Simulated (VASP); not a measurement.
# ZrRh2 (P4_2/mnm) in VASP: single point with PBE

Aim: the single point of ZrRh2 with PBE.

Program: VASP 6.6.1. These are calculated values, not measurements. Logs are shortened: lines on timing, memory, paths and dates and some standing lists are left out, and cuts for length are marked.

## 1. The cell of the first run

It takes space group P4_2/mnm (No. 136, tetragonal). The conventional cell has a = 5.174 Å, b = 5.174 Å, c = 4.728 Å, α = 90.00°, β = 90.00°, γ = 90.00°. Zr (site symmetry mmm) has 6 Rh at 2.35 to 2.70 Å within 3.1 Å. Rh (site symmetry m2m) has 3 Zr at 2.35 to 2.70 Å and 1 Rh at 2.61 Å within 3.1 Å.

The cell was built from a structure type or drawn by symmetry, and may not be a known phase.

## 2. Single point, PBE

File INCAR:

```
  PREC = Accurate
  ENCUT = 520
  EDIFF = 1E-6
  ISMEAR = 0
  SIGMA = 0.01
  LREAL = F
  LASPH = T
  NELM = 100
  ALGO = Normal
  ISIF = 2
  LWAVE = F
  LCHARG = T
  GGA = PE
  LELF = T
  LVHAR = T
  NBANDS = 51
```

File KPOINTS:

```
regular mesh
0
Gamma
  8 8 8
```

File POSCAR:

```
ZrRh2
1.0
    5.1742434893      0.0000000000      0.0000000000
    0.0000000000      5.1742434893      0.0000000000
    0.0000000000      0.0000000000      4.7281808810
Zr Rh
2 4
Direct
    0.0000000000      0.0000000000      0.0000000000
    0.5000000000      0.5000000000      0.5000000000
    0.3213828550      0.3213828550      0.0000000000
    0.1786171450      0.8213828550      0.5000000000
    0.6786171450      0.6786171450      0.0000000000
    0.8213828550      0.1786171450      0.5000000000
```

Potentials or basis: VASP PAW PBE potentials, release 64 (Zr_sv, Rh_pv).

Run with:

```bash
$ cat potpaw_PBE.64/Zr_sv/POTCAR potpaw_PBE.64/Rh_pv/POTCAR > POTCAR
$ mpirun -np 1 vasp_std > vasp.out
```

OUTCAR:

```text
PREC = Accurate
   ENCUT = 520
   EDIFF = 1E-6
   ISMEAR = 0
   LREAL = F
   LASPH = T
   NELM = 100
   ISIF = 2
   GGA = PE

 ion  position               nearest neighbor table
   1  0.000  0.000  0.000-   3 2.35   5 2.35   4 2.70   6 2.70   4 2.70   6 2.70
   2  0.500  0.500  0.500-   4 2.35   6 2.35   5 2.70   3 2.70   3 2.70   5 2.70
   3  0.321  0.321  0.000-   1 2.35   5 2.61   2 2.70   2 2.70
   4  0.179  0.821  0.500-   2 2.35   6 2.61   1 2.70   1 2.70
   5  0.679  0.679  0.000-   1 2.35   3 2.61   2 2.70   2 2.70
   6  0.821  0.179  0.500-   2 2.35   4 2.61   1 2.70   1 2.70

  LATTYP: Found a simple tetragonal cell.
 ALAT       =     5.1742434893
 C/A-ratio  =     0.9137917245

  Lattice vectors:

 A1 = (   5.1742434893,   0.0000000000,   0.0000000000)
 A2 = (   0.0000000000,   5.1742434893,   0.0000000000)
 A3 = (   0.0000000000,   0.0000000000,   4.7281808810)

Analysis of symmetry for initial positions (statically):
=====================================================================
 Subroutine PRICEL returns:
 Original cell was already a primitive cell.

 Routine SETGRP: Setting up the symmetry group for a
 simple tetragonal supercell.

 Subroutine GETGRP returns: Found 16 space group operations
 (whereof  8 operations were pure point group operations)
 out of a pool of 16 trial point group operations.

The static configuration has the point symmetry D_2h.
 The point group associated with its full space group is D_4h.

Analysis of symmetry for dynamics (positions and initial velocities):
=====================================================================
 Subroutine PRICEL returns:
 Original cell was already a primitive cell.

 Routine SETGRP: Setting up the symmetry group for a
 simple tetragonal supercell.

 Subroutine GETGRP returns: Found 16 space group operations
 (whereof  8 operations were pure point group operations)
 out of a pool of 16 trial point group operations.

The dynamic configuration has the point symmetry D_2h.
 The point group associated with its full space group is D_4h.

 Subroutine INISYM returns: Found 16 space group operations
 (whereof  8 operations are pure point group operations),
 and found     1 'primitive' translations

----------------------------------------------------------------------------------------

                                     Primitive cell

  volume of cell :     126.5866

  direct lattice vectors                    reciprocal lattice vectors
     5.174243489  0.000000000  0.000000000     0.193264968  0.000000000  0.000000000
     0.000000000  5.174243489  0.000000000     0.000000000  0.193264968  0.000000000
[... 101 lines left out ...]
   POTIM  = 0.5000    time-step for ionic-motion
   TEBEG  =    0.0;   TEEND  =   0.0 temperature during run
   PSTRESS=    0.0 pullay stress
   NELECT =      84.0000    total number of electrons
   NUPDOWN=      -1.0000    fix difference up-down
   EMIN   =  10.00;   EMAX   =-10.00  energy-range for DOS
   EFERMI =   0.00;   METHOD = LEGACY
   ISMEAR =     0;   SIGMA  =   0.01  broadening in eV -4-tet -1-fermi 0-gaus
   EFERMI_NEDOS =   21; number of points for ismear=-14 and -15
   IALGO  =     38    algorithm
   IMIX   =      4    mixing-type and parameters
     AMIX     =   0.40;   BMIX     =  1.00
     AMIX_MAG =   1.60;   BMIX_MAG =  1.00
  volume/ion in A,a.u.               =      21.10       142.37
  Fermi-wavevector in a.u.,A,eV,Ry     =   1.427925  2.698387 27.741859  2.038969
  Thomas-Fermi vector in A             =   2.548042
   LORBIT       =      0    0 simple, 1 ext, 2 COOP (PROOUT), +10 PAW based schemes
   GGA     = PE    functional components
   LHFCALC =     F    Hartree Fock is set to
   AEXX    =    0.0000 exact exchange contribution
   IVDW    =     0    specifies the selected vdW correction
   LEPSILON=     F    determine dielectric tensor
   LRPA    =     F    only Hartree local field effects (RPA)
 non-spin polarized calculation
 Gauss-broadening in eV      SIGMA  =   0.01
  energy-cutoff  :      520.00
  volume of cell :      126.59
 maximum number of plane-waves:      3466
 NGX is ok and might be reduce to    40
   NGX = 19   NGY = 19   NGZ = 17

 number of electron      83.9999984 magnetization

 Free energy of the ion-electron system (eV)
  ---------------------------------------------------
  ext. energy  EPLUGINS =         0.00000000
  ---------------------------------------------------
  free energy    TOTEN  =       -43.37280777 eV

  energy without entropy =      -43.37280777  energy(sigma->0) =      -43.37280777

 E-fermi :   7.4377     XC(G=0): -11.2041

 val. band max:        7.4047088855   @ k =   0.2500   0.0000   0.2500
 cond. band min:       7.4706109986   @ k =   0.3750   0.0000   0.2500
 fundamental gap:      0.0659021130
 Fermi energy:         7.4376587060

 k-point     1 :       0.0000    0.0000    0.0000
  band No.  band energies     occupation
      1     -41.6817      2.00000
      2     -41.6235      2.00000
      3     -38.7310      2.00000
      4     -38.6710      2.00000
      5     -38.5356      2.00000
      6     -38.5356      2.00000
[... 1285 lines left out ...]
     50       9.9927      0.00000
     51      10.4047      0.00000

 [... further k-points ...]

------------------------ aborting loop because EDIFF is reached ----------------------------------------

  FORCE on cell =-STRESS in cart. coord.  units (eV):
  Direction    XX          YY          ZZ          XY          YZ          ZX
  --------------------------------------------------------------------------------------
  -------------------------------------------------------------------------------------
  Total        0.3559541      0.3559541     -0.0501862      0.0000000      0.0000000      0.0000000
  in kB        4.5052279      4.5052279     -0.6351955      0.0000000      0.0000000      0.0000000
  external PRESSURE =       2.7917534 kB  Pullay stress =       0.0000000 kB

 VOLUME and BASIS-vectors are now :
 -----------------------------------------------------------------------------
  energy-cutoff  :      520.00
  volume of cell :      126.59
      direct lattice vectors                 reciprocal lattice vectors
     5.174243489  0.000000000  0.000000000     0.193264968  0.000000000  0.000000000
     0.000000000  5.174243489  0.000000000     0.000000000  0.193264968  0.000000000
     0.000000000  0.000000000  4.728180881     0.000000000  0.000000000  0.211497831

 POSITION                                       TOTAL-FORCE (eV/Angst)
 -----------------------------------------------------------------------------------
      0.00000      0.00000      0.00000         0.000000      0.000000      0.000000
      2.58712      2.58712      2.36409         0.000000      0.000000      0.000000
      1.66291      1.66291      0.00000         0.063302      0.063302      0.000000
      0.92421      4.25003      2.36409        -0.063302      0.063302      0.000000
      3.51133      3.51133      0.00000        -0.063302     -0.063302      0.000000
      4.25003      0.92421      2.36409         0.063302     -0.063302      0.000000
 -----------------------------------------------------------------------------------
    total drift:                                0.000000     -0.000000     -0.000000

  FREE ENERGIE OF THE ION-ELECTRON SYSTEM (eV)
  ---------------------------------------------------
  free  energy   TOTEN  =       -43.3728077747 eV

  energy  without entropy=      -43.3728077714  energy(sigma->0) =      -43.37280777
```

OSZICAR:

```text
N       E                     dE             d eps       ncg     rms          rms(c)
DAV:   1     0.104422647737E+04    0.10442E+04   -0.50766E+04  7866   0.175E+03
DAV:   2     0.457311197915E+01   -0.10397E+04   -0.10158E+04  8152   0.540E+02
DAV:   3    -0.421066966115E+02   -0.46680E+02   -0.45483E+02 12194   0.107E+02
DAV:   4    -0.446417883697E+02   -0.25351E+01   -0.25166E+01 10993   0.188E+01
DAV:   5    -0.447070483686E+02   -0.65260E-01   -0.65224E-01 10354   0.285E+00    0.232E+01
DAV:   6    -0.437168837596E+02    0.99016E+00   -0.56055E+00  8890   0.107E+01    0.118E+01
DAV:   7    -0.436770688805E+02    0.39815E-01   -0.51298E+00  9016   0.117E+01    0.667E+00
DAV:   8    -0.433597153175E+02    0.31735E+00   -0.12064E+00  9739   0.550E+00    0.142E+00
DAV:   9    -0.433737728623E+02   -0.14058E-01   -0.11495E-01 10612   0.136E+00    0.579E-01
DAV:  10    -0.433735712873E+02    0.20158E-03   -0.20319E-02  9431   0.647E-01    0.218E-01
DAV:  11    -0.433728103188E+02    0.76097E-03   -0.35857E-03  9825   0.291E-01    0.505E-02
DAV:  12    -0.433728079081E+02    0.24107E-05   -0.10640E-04  8938   0.623E-02    0.935E-03
DAV:  13    -0.433728077747E+02    0.13336E-06   -0.96475E-06  9825   0.128E-02
   1 F= -.43372808E+02 E0= -.43372808E+02  d E =-.339496E-08
```

stdout:

```text
POSCAR found type information on POSCAR ZrRh
 POSCAR found :  2 types and       6 ions
 scaLAPACK will be used
 LDA part: xc-table for (Slater+PW92), standard interpolation
 POSCAR, INCAR and KPOINTS ok, starting setup
 FFT: planning ... GRIDC
 FFT: planning ... GRID_SOFT
 FFT: planning ... GRID
 WAVECAR not read
 entering main loop
```

It took 8.8 min on 1 thread of AMD EPYC 7R13, shared host; peak memory 0.45 GiB.

Results:

```
Free energy   : -43.3728 eV
Pressure      : 0.3 GPa
Largest force : 0.090 eV/Å
```

Forces on the atoms (eV/Å):
```
Zr   0.000  0.000  0.000
Zr   0.000  0.000  0.000
Rh   0.063  0.063  0.000
Rh  -0.063  0.063  0.000
Rh  -0.063 -0.063  0.000
Rh   0.063 -0.063  0.000
```
